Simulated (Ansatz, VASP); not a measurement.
**CdSe: VASP beside Ansatz**

File INCAR:

```
  PREC = Accurate
  ENCUT = 520
  EDIFF = 1E-6
  ISMEAR = 0
  SIGMA = 0.01
  LREAL = False
  LASPH = True
  NELM = 100
  ALGO = Normal
  ISIF = 2
  LWAVE = False
  LCHARG = False
  GGA = PS
  NBANDS = 16
```

KPOINTS

```
regular mesh
0
Gamma
  6 6 6
```

Contents of POSCAR:

```
CdSe
1.0
    0.0000000000      3.0413470752      3.0413470752
    3.0413470752      0.0000000000      3.0413470752
    3.0413470752      3.0413470752      0.0000000000
Cd Se
1 1
Direct
    0.0000000000      0.0000000000      0.0000000000
    0.7500000000      0.7500000000      0.7500000000
```

Input for Ansatz:

```yaml
crystal:
  lattice:
    - [0.0, 3.04134707518, 3.04134707518]
    - [3.04134707518, 0.0, 3.04134707518]
    - [3.04134707518, 3.04134707518, 0.0]
  atoms:
    - { symbol: Cd, position: [0.0, 0.0, 0.0] }
    - { symbol: Se, position: [0.75, 0.75, 0.75] }
kpoints:
  mp_grid: { grid: [6, 6, 6] }
scf:
  occupations: { method: fixed }
hamiltonian:
  xc: pbesol
  pseudopotentials: { kind: paw }
output:
  forces: true
  stress: true
  eigenvalues: true
  eigenstates:
    nscf_kmesh: { grid: [12, 12, 12] }
    de_dk: true
    e_range: [-9, 10.48066821851]
  optics:
    e_range: [0, 20]
    de: 0.2
    sigma: 0.2
    bands: { spectra_wanted_up_to: 20 }
    nscf_kmesh: { grid: [12, 12, 12] }
checkpoint:
  write: ck
  write_wavefunctions: false
```

Alike in both runs: task single point; functional PBEsol; k mesh 6 × 6 × 6; no spin polarisation.

|  | VASP | Ansatz |
| --- | --- | --- |
| version | VASP 6.6.1 | Ansatz 0.2.0 |
| potentials or method | VASP PAW PBE potentials, release 64 (Cd, Se) | PAW with Ansatz's default frozen-core files, scalar-relativistic |
| plane-wave cutoff (eV) | 520 | 420 |
| occupations | gaussian, width 0.01 eV | fixed |
| valence electrons in the cell | 18 | 36 |

Ansatz gave:

* gap on the k mesh at the Fermi level (eV): 0.48
* pressure (GPa): 0.0

Estimate VASP's values.

gap on the k mesh at the Fermi level (eV): 0.48; pressure (GPa): 0.3.

VASP's potentials were made for PBE, not for PBEsol. VASP's potentials hold 18 valence electrons a cell and Ansatz's 36, so a difference there can come from the potentials and not from the codes.
